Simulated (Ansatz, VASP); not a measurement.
# I: VASP beside Ansatz

File INCAR:

```
PREC     = Accurate       # precision mode
ENCUT    = 520            # plane-wave cutoff, eV
EDIFF    = 1E-6           # SCF threshold, eV
ISMEAR   = -1             # smearing method
SIGMA    = 0.05           # smearing width, eV
LREAL    = F              # projectors in reciprocal space
LASPH    = T              # aspherical terms in the spheres
NELM     = 100            # most SCF steps
ALGO     = Normal         # electronic algorithm
ISIF     = 2              # what is computed and relaxed
LWAVE    = F              # write WAVECAR
LCHARG   = F              # write CHGCAR
GGA      = PS             # functional
NBANDS   = 22             # bands
```

KPOINTS

```
regular mesh
0
Gamma
  5 5 2
```

The input POSCAR:

```
I
1.0
    3.6350350000     -2.3950200000      0.0000000000
    3.6350350000      2.3950200000      0.0000000000
    0.0000000000      0.0000000000      9.7934400000
I
4
Direct
    0.6493000000      0.3507000000      0.3844000000
    0.1493000000      0.8507000000      0.1156000000
    0.3507000000      0.6493000000      0.6156000000
    0.8507000000      0.1493000000      0.8844000000
```

File input.yaml:

```yaml
crystal:
  lattice:
    - [3.635035, -2.39502, 0.0]
    - [3.635035, 2.39502, 0.0]
    - [0.0, 0.0, 9.79344]
  atoms:
    - { symbol: I, position: [0.6493, 0.3507, 0.3844] }
    - { symbol: I, position: [0.1493, 0.8507, 0.1156] }
    - { symbol: I, position: [0.3507, 0.6493, 0.6156] }
    - { symbol: I, position: [0.8507, 0.1493, 0.8844] }
kpoints:
  mp_grid: { grid: [5, 5, 2] }
  band_path:
    path:
      - [0.0, 0.0, 0.0]
      - [0.3585278261, -0.3585278261, 0.0]
      - [0.0, -0.5, 0.0]
      - [0.0, -0.5, -0.5]
      - [0.3585278261, -0.3585278261, -0.5]
      - [0.0, 0.0, -0.5]
      - [0.0, 0.0, 0.0]
      - [-0.5, -0.5, 0.0]
    npoints: 12
scf:
  occupations: { method: fermi_dirac, width: 0.05 }
hamiltonian:
  xc: pbesol
  pseudopotentials: { kind: all_electron, lapw: { basis_error: 0.002 } }
output:
  forces: true
  stress: true
  eigenvalues: true
```

Alike in both runs: functional PBEsol; k mesh 5 × 5 × 2; occupations fermi-dirac, width 0.05 eV; no spin polarisation.

```csv
,VASP,Ansatz
version,VASP 6.6.1,Ansatz 0.2.0
potentials or method,"VASP PAW PBE potentials, release 64 (I), cutoff 520 eV","all-electron LAPW, scalar-relativistic"
task,single point,band structure
```

|  | VASP | Ansatz | Ansatz less VASP |
| --- | --- | --- | --- |
| gap on the k mesh at the Fermi level (eV) | 1.30 | 1.30 | +0.008 |
| least direct gap on the mesh (eV) | 1.37 | 1.38 | +0.010 |
| pressure (GPa) | 0.1 | 0.1 | 0.00 |
| traceless stress, the component that is largest in VASP (GPa) | 0.60 | 0.59 | -0.010 |
| rms of the force components (eV/Å) | 0.439 | 0.435 | -0.0035 |

VASP's potentials were made for PBE, not for PBEsol. Atom by atom the forces differ by 0.004 eV/Å (rms over components). Ansatz ran all-electron here, and VASP with PAW potentials.

Spin-orbit coupling is off throughout.
